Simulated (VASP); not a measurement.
# Sb (Fm-3m) in VASP: further runs

Runs on Sb. Level: PBEsol. Tasks: single point.

All numbers are computed with VASP 6.6.1; they aren't measurements. Logs are shortened: lines on timing, memory, paths and dates and some standing lists are left out, and cuts for length are marked.

## 1. The cell of the first run

It takes space group Fm-3m (No. 225, cubic). Conventional cell: a = 4.696 Å, b = 4.696 Å, c = 4.696 Å, α = 90.00°, β = 90.00°, γ = 90.00°. Within 4.4 Å of Sb (site symmetry m-3m) lie 12 Sb at 3.32 Å.

## 2. Single point, PBEsol

Input file INCAR:

```
PREC = Accurate
ENCUT = 520
EDIFF = 1E-6
ISMEAR = 1
SIGMA = 0.1
LREAL = False
LASPH = True
NELM = 100
ALGO = Normal
ISIF = 2
LWAVE = False
LCHARG = False
GGA = PS
NBANDS = 8
```

Input file KPOINTS:

```
Automatic mesh
0
Gamma
  16 16 16
```

Input file POSCAR:

```
Sb
1.0
    0.0000000000      2.3480350175      2.3480350175
    2.3480350175      0.0000000000      2.3480350175
    2.3480350175      2.3480350175      0.0000000000
Sb
1
Direct
    0.0000000000      0.0000000000      0.0000000000
```

Potentials or basis: VASP PAW PBE potentials, release 64 (Sb).

The run is started by

```console
$ cat potpaw_PBE.64/Sb/POTCAR > POTCAR
$ mpirun -np 1 vasp_std > vasp.out
```

OUTCAR:

```text
PREC = Accurate
   ENCUT = 520
   EDIFF = 1E-6
   ISMEAR = 1
   LREAL = False
   LASPH = True
   NELM = 100
   ISIF = 2
   GGA = PS

 ion  position               nearest neighbor table
   1  0.000  0.000  0.000-

  LATTYP: Found a face centered cubic cell.
 ALAT       =     4.6960700350

  Lattice vectors:

 A1 = (   0.0000000000,   2.3480350175,   2.3480350175)
 A2 = (   2.3480350175,   0.0000000000,   2.3480350175)
 A3 = (   2.3480350175,   2.3480350175,   0.0000000000)

Analysis of symmetry for initial positions (statically):
=====================================================================
 Subroutine PRICEL returns:
 Original cell was already a primitive cell.

 Routine SETGRP: Setting up the symmetry group for a
 face centered cubic supercell.

 Subroutine GETGRP returns: Found 48 space group operations
 (whereof 48 operations were pure point group operations)
 out of a pool of 48 trial point group operations.

The static configuration has the point symmetry O_h .

Analysis of symmetry for dynamics (positions and initial velocities):
=====================================================================
 Subroutine PRICEL returns:
 Original cell was already a primitive cell.

 Routine SETGRP: Setting up the symmetry group for a
 face centered cubic supercell.

 Subroutine GETGRP returns: Found 48 space group operations
 (whereof 48 operations were pure point group operations)
 out of a pool of 48 trial point group operations.

The dynamic configuration has the point symmetry O_h .

 Subroutine INISYM returns: Found 48 space group operations
 (whereof 48 operations are pure point group operations),
 and found     1 'primitive' translations

----------------------------------------------------------------------------------------

                                     Primitive cell

  volume of cell :      25.8907

  direct lattice vectors                    reciprocal lattice vectors
     0.000000000  2.348035017  2.348035017    -0.212944013  0.212944013  0.212944013
     2.348035017  0.000000000  2.348035017     0.212944013 -0.212944013  0.212944013
     2.348035017  2.348035017  0.000000000     0.212944013  0.212944013 -0.212944013

  length of vectors
     3.320622967  3.320622967  3.320622967     0.368829850  0.368829850  0.368829850

  position of ions in fractional coordinates (direct lattice)
     0.000000000  0.000000000  0.000000000

[... 76 lines left out ...]
   LREAL  =      F    real-space projection
   EDIFFG = 0.1E-04   stopping-criterion for IOM
   NSW    =      0    number of steps for IOM
   IBRION =     -1    ionic relax: 0-MD 1-quasi-New 2-CG
   NFREE  =      0    steps in history (QN), initial steepest desc. (CG)
   ISIF   =      2    stress and relaxation
   ISYM   =      2    0-nonsym 1-usesym 2-fastsym
   POTIM  = 0.5000    time-step for ionic-motion
   TEBEG  =    0.0;   TEEND  =   0.0 temperature during run
   PSTRESS=    0.0 pullay stress
   NELECT =       5.0000    total number of electrons
   NUPDOWN=      -1.0000    fix difference up-down
   EMIN   =  10.00;   EMAX   =-10.00  energy-range for DOS
   EFERMI =   0.00;   METHOD = LEGACY
   ISMEAR =     1;   SIGMA  =   0.10  broadening in eV -4-tet -1-fermi 0-gaus
   EFERMI_NEDOS =   21; number of points for ismear=-14 and -15
   IALGO  =     38    algorithm
   IMIX   =      4    mixing-type and parameters
     AMIX     =   0.40;   BMIX     =  1.00
     AMIX_MAG =   1.60;   BMIX_MAG =  1.00
  volume/ion in A,a.u.               =      25.89       174.72
  Fermi-wavevector in a.u.,A,eV,Ry     =   0.946274  1.788199 12.183127  0.895435
  Thomas-Fermi vector in A             =   2.074256
   LORBIT       =      0    0 simple, 1 ext, 2 COOP (PROOUT), +10 PAW based schemes
   GGA     = PS    functional components
   LHFCALC =     F    Hartree Fock is set to
   AEXX    =    0.0000 exact exchange contribution
   IVDW    =     0    specifies the selected vdW correction
   LEPSILON=     F    determine dielectric tensor
   LRPA    =     F    only Hartree local field effects (RPA)
 non-spin polarized calculation
 Methfessel and Paxton  Order N= 1 SIGMA  =   0.10
  energy-cutoff  :      520.00
  volume of cell :       25.89
 maximum number of plane-waves:       725
 NGX is ok and might be reduce to    28
   NGX = 13   NGY = 13   NGZ = 13

 number of electron       5.0000000 magnetization

 Free energy of the ion-electron system (eV)
  ---------------------------------------------------
  ext. energy  EPLUGINS =         0.00000000
  ---------------------------------------------------
  free energy    TOTEN  =        -4.29263157 eV

  energy without entropy =       -4.29235394  energy(sigma->0) =       -4.29253903

 E-fermi :   8.8678     XC(G=0): -10.5047

 val. band max:        8.8603904849   @ k =  -0.1875   0.1250   0.0000
 cond. band min:       8.8746267796   @ k =   0.5000   0.2500   0.0625
 fundamental gap:      0.0142362947
 Fermi energy:         8.8678424560

 k-point     1 :       0.0000    0.0000    0.0000
  band No.  band energies     occupation
      1      -4.3558      2.00000
      2      14.5036      0.00000
      3      14.5036      0.00000
      4      14.5036      0.00000
      5      19.0184      0.00000
      6      19.0184      0.00000
      7      19.0184      0.00000
      8      19.1468      0.00000
[... 243 lines left out ...]
 k-point    24 :      -0.0625    0.0625    0.0000
  band No.  band energies     occupation
      1      -4.1417      2.00000
      2      12.9730      0.00000
      3      13.5318      0.00000
      4      14.5342      0.00000
      5      17.9757      0.00000
      6      19.1648      0.00000
      7      19.6989      0.00000
      8      21.5584      0.00000

 [... further k-points ...]

------------------------ aborting loop because EDIFF is reached ----------------------------------------

  FORCE on cell =-STRESS in cart. coord.  units (eV):
  Direction    XX          YY          ZZ          XY          YZ          ZX
  --------------------------------------------------------------------------------------
  -------------------------------------------------------------------------------------
  Total        0.1127026      0.1127026      0.1127026      0.0000000     -0.0000000      0.0000000
  in kB        6.9743007      6.9743007      6.9743007      0.0000000     -0.0000000      0.0000000
  external PRESSURE =       6.9743007 kB  Pullay stress =       0.0000000 kB

 VOLUME and BASIS-vectors are now :
 -----------------------------------------------------------------------------
  energy-cutoff  :      520.00
  volume of cell :       25.89
      direct lattice vectors                 reciprocal lattice vectors
     0.000000000  2.348035017  2.348035017    -0.212944013  0.212944013  0.212944013
     2.348035017  0.000000000  2.348035017     0.212944013 -0.212944013  0.212944013
     2.348035017  2.348035017  0.000000000     0.212944013  0.212944013 -0.212944013

 POSITION                                       TOTAL-FORCE (eV/Angst)
 -----------------------------------------------------------------------------------
      0.00000      0.00000      0.00000         0.000000      0.000000     -0.000000
 -----------------------------------------------------------------------------------
    total drift:                                0.000000      0.000000     -0.000000

  FREE ENERGIE OF THE ION-ELECTRON SYSTEM (eV)
  ---------------------------------------------------
  free  energy   TOTEN  =        -4.2926315664 eV

  energy  without entropy=       -4.2923539444  energy(sigma->0) =       -4.29253903
```

OSZICAR:

```text
N       E                     dE             d eps       ncg     rms          rms(c)
DAV:   1     0.449834867201E+01    0.44983E+01   -0.16741E+03  2344   0.412E+02
DAV:   2    -0.420830365553E+01   -0.87067E+01   -0.84773E+01  3280   0.528E+01
DAV:   3    -0.429987381296E+01   -0.91570E-01   -0.89030E-01  2920   0.598E+00
DAV:   4    -0.430012498121E+01   -0.25117E-03   -0.25117E-03  3648   0.365E-01
DAV:   5    -0.430012524449E+01   -0.26328E-06   -0.26279E-06  3032   0.784E-03    0.176E+00
DAV:   6    -0.429532702905E+01    0.47982E-02   -0.20087E-03  2856   0.212E-01    0.101E+00
DAV:   7    -0.429263850674E+01    0.26885E-02   -0.40913E-03  2592   0.302E-01    0.403E-02
DAV:   8    -0.429263162097E+01    0.68858E-05   -0.39493E-05  3304   0.508E-02    0.727E-03
DAV:   9    -0.429263156639E+01    0.54580E-07   -0.38926E-07  3088   0.468E-03
   1 F= -.42926316E+01 E0= -.42925390E+01  d E =-.277622E-03
```

stdout:

```text
POSCAR found type information on POSCAR Sb
 POSCAR found :  1 types and       1 ions
 scaLAPACK will be used
 -----------------------------------------------------------------------------
|                                                                             |
|                                                                             |
|     You enforced a specific xc type in the INCAR file but a different       |
|     I HOPE YOU KNOW WHAT YOU ARE DOING!                                     |
|                                                                             |
 -----------------------------------------------------------------------------

 LDA part: xc-table for (Slater+PW92), standard interpolation
 POSCAR, INCAR and KPOINTS ok, starting setup
 FFT: planning ... GRIDC
 FFT: planning ... GRID_SOFT
 FFT: planning ... GRID
 WAVECAR not read
 entering main loop
```

Wall time 39 s (1 thread of Intel Xeon 8259CL, shared host); peak memory 0.17 GiB.

What came out:

| Property | Result |
| --- | --- |
| Free energy | -4.2926 eV |
| Pressure | 0.7 GPa |

Caveat: the PAW data sets were made with another functional, which shifts forces and pressure a little; spin-orbit coupling is left out, which moves the levels of the heavy elements.

## 3. Single point, PBEsol

This run uses another cell than the first one, of 26.15 Å³/atom, 1.010 times its volume.

Input file INCAR:

```
PREC     = Accurate       # precision mode
ENCUT    = 520            # plane-wave cutoff, eV
EDIFF    = 1E-7           # SCF threshold, eV
ISMEAR   = 1              # smearing method
SIGMA    = 0.1            # smearing width, eV
LREAL    = F              # projectors in reciprocal space
LASPH    = T              # aspherical terms in the spheres
NELM     = 100            # most SCF steps
ALGO     = Normal         # electronic algorithm
ISIF     = 2              # what is computed and relaxed
LWAVE    = F              # write WAVECAR
LCHARG   = F              # write CHGCAR
GGA      = PS             # functional
NBANDS   = 8              # bands
```

Input file KPOINTS:

```
regular mesh
0
Gamma
  16 16 16
```

Input file POSCAR:

```
Sb
1.0
    0.0000000000      2.3559143887      2.3559143887
    2.3559143887      0.0000000000      2.3559143887
    2.3559143887      2.3559143887      0.0000000000
Sb
1
Direct
    0.0000000000      0.0000000000      0.0000000000
```

Potentials or basis: VASP PAW PBE potentials, release 64 (Sb).

The run is started by

```console
$ cat potpaw_PBE.64/Sb/POTCAR > POTCAR
$ mpirun -np 1 vasp_std > vasp.out
```

OUTCAR:

```text
PREC = Accurate
   ENCUT = 520
   EDIFF = 1E-7
   ISMEAR = 1
   LREAL = F
   LASPH = T
   NELM = 100
   ISIF = 2
   GGA = PS

 ion  position               nearest neighbor table
   1  0.000  0.000  0.000-

  LATTYP: Found a face centered cubic cell.
 ALAT       =     4.7118287774

  Lattice vectors:

 A1 = (   0.0000000000,   2.3559143887,   2.3559143887)
 A2 = (   2.3559143887,   0.0000000000,   2.3559143887)
 A3 = (   2.3559143887,   2.3559143887,   0.0000000000)

Analysis of symmetry for initial positions (statically):
=====================================================================
 Subroutine PRICEL returns:
 Original cell was already a primitive cell.

 Routine SETGRP: Setting up the symmetry group for a
 face centered cubic supercell.

 Subroutine GETGRP returns: Found 48 space group operations
 (whereof 48 operations were pure point group operations)
 out of a pool of 48 trial point group operations.

The static configuration has the point symmetry O_h .

Analysis of symmetry for dynamics (positions and initial velocities):
=====================================================================
 Subroutine PRICEL returns:
 Original cell was already a primitive cell.

 Routine SETGRP: Setting up the symmetry group for a
 face centered cubic supercell.

 Subroutine GETGRP returns: Found 48 space group operations
 (whereof 48 operations were pure point group operations)
 out of a pool of 48 trial point group operations.

The dynamic configuration has the point symmetry O_h .

 Subroutine INISYM returns: Found 48 space group operations
 (whereof 48 operations are pure point group operations),
 and found     1 'primitive' translations

[... 111 lines left out ...]
     AMIX     =   0.40;   BMIX     =  1.00
     AMIX_MAG =   1.60;   BMIX_MAG =  1.00
  volume/ion in A,a.u.               =      26.15       176.48
  Fermi-wavevector in a.u.,A,eV,Ry     =   0.943109  1.782218 12.101770  0.889455
  Thomas-Fermi vector in A             =   2.070784
   LORBIT       =      0    0 simple, 1 ext, 2 COOP (PROOUT), +10 PAW based schemes
   GGA     = PS    functional components
   LHFCALC =     F    Hartree Fock is set to
   AEXX    =    0.0000 exact exchange contribution
   IVDW    =     0    specifies the selected vdW correction
   LEPSILON=     F    determine dielectric tensor
   LRPA    =     F    only Hartree local field effects (RPA)
 non-spin polarized calculation
 Methfessel and Paxton  Order N= 1 SIGMA  =   0.10
  energy-cutoff  :      520.00
  volume of cell :       26.15
 maximum number of plane-waves:       725
 NGX is ok and might be reduce to    28
   NGX = 13   NGY = 13   NGZ = 13

 number of electron       5.0000000 magnetization

 Free energy of the ion-electron system (eV)
  ---------------------------------------------------
  ext. energy  EPLUGINS =         0.00000000
  ---------------------------------------------------
  free energy    TOTEN  =        -4.29319974 eV

  energy without entropy =       -4.29279581  energy(sigma->0) =       -4.29306510

 E-fermi :   8.7303     XC(G=0): -10.4610

 val. band max:        8.7206923907   @ k =   0.4375   0.2500   0.0000
 cond. band min:       8.7335738374   @ k =   0.5000   0.2500   0.0625
 fundamental gap:      0.0128814466
 Fermi energy:         8.7303377296

 k-point     1 :       0.0000    0.0000    0.0000
  band No.  band energies     occupation
      1      -4.4090      2.00000
      2      14.2925      0.00000
      3      14.2925      0.00000
      4      14.2925      0.00000
      5      18.8491      0.00000
      6      18.8491      0.00000
      7      18.8491      0.00000
      8      19.0129      0.00000
[... 243 lines left out ...]
 k-point    24 :      -0.0625    0.0625    0.0000
  band No.  band energies     occupation
      1      -4.1969      2.00000
      2      12.7804      0.00000
      3      13.3434      0.00000
      4      14.3208      0.00000
      5      17.8188      0.00000
      6      18.9953      0.00000
      7      19.5111      0.00000
      8      21.3871      0.00000

 [... further k-points ...]

------------------------ aborting loop because EDIFF is reached ----------------------------------------

  FORCE on cell =-STRESS in cart. coord.  units (eV):
  Direction    XX          YY          ZZ          XY          YZ          ZX
  --------------------------------------------------------------------------------------
  -------------------------------------------------------------------------------------
  Total       -0.0010823     -0.0010823     -0.0010823     -0.0000000     -0.0000000      0.0000000
  in kB       -0.0663081     -0.0663081     -0.0663081     -0.0000000     -0.0000000      0.0000000
  external PRESSURE =      -0.0663081 kB  Pullay stress =       0.0000000 kB

 VOLUME and BASIS-vectors are now :
 -----------------------------------------------------------------------------
  energy-cutoff  :      520.00
  volume of cell :       26.15
      direct lattice vectors                 reciprocal lattice vectors
     0.000000000  2.355914389  2.355914389    -0.212231821  0.212231821  0.212231821
     2.355914389  0.000000000  2.355914389     0.212231821 -0.212231821  0.212231821
     2.355914389  2.355914389  0.000000000     0.212231821  0.212231821 -0.212231821

 POSITION                                       TOTAL-FORCE (eV/Angst)
 -----------------------------------------------------------------------------------
      0.00000      0.00000      0.00000         0.000000      0.000000      0.000000
 -----------------------------------------------------------------------------------
    total drift:                                0.000000      0.000000      0.000000

  FREE ENERGIE OF THE ION-ELECTRON SYSTEM (eV)
  ---------------------------------------------------
  free  energy   TOTEN  =        -4.2931997414 eV

  energy  without entropy=       -4.2927958054  energy(sigma->0) =       -4.29306510
```

stdout:

```text
POSCAR found type information on POSCAR Sb
 POSCAR found :  1 types and       1 ions
 scaLAPACK will be used
 -----------------------------------------------------------------------------
|                                                                             |
|                                                                             |
|     You enforced a specific xc type in the INCAR file but a different       |
|     I HOPE YOU KNOW WHAT YOU ARE DOING!                                     |
|                                                                             |
 -----------------------------------------------------------------------------

 LDA part: xc-table for (Slater+PW92), standard interpolation
 POSCAR, INCAR and KPOINTS ok, starting setup
 FFT: planning ... GRIDC
 FFT: planning ... GRID_SOFT
 FFT: planning ... GRID
 WAVECAR not read
 entering main loop
```

Wall time 41 s (1 thread of Intel Xeon 8259CL, shared host); peak memory 0.17 GiB.

What came out:

* Free energy: -4.2932 eV
* Pressure: 0.0 GPa

Caveat: the PAW data sets were made with another functional, which shifts forces and pressure a little; spin-orbit coupling is left out, which moves the levels of the heavy elements.
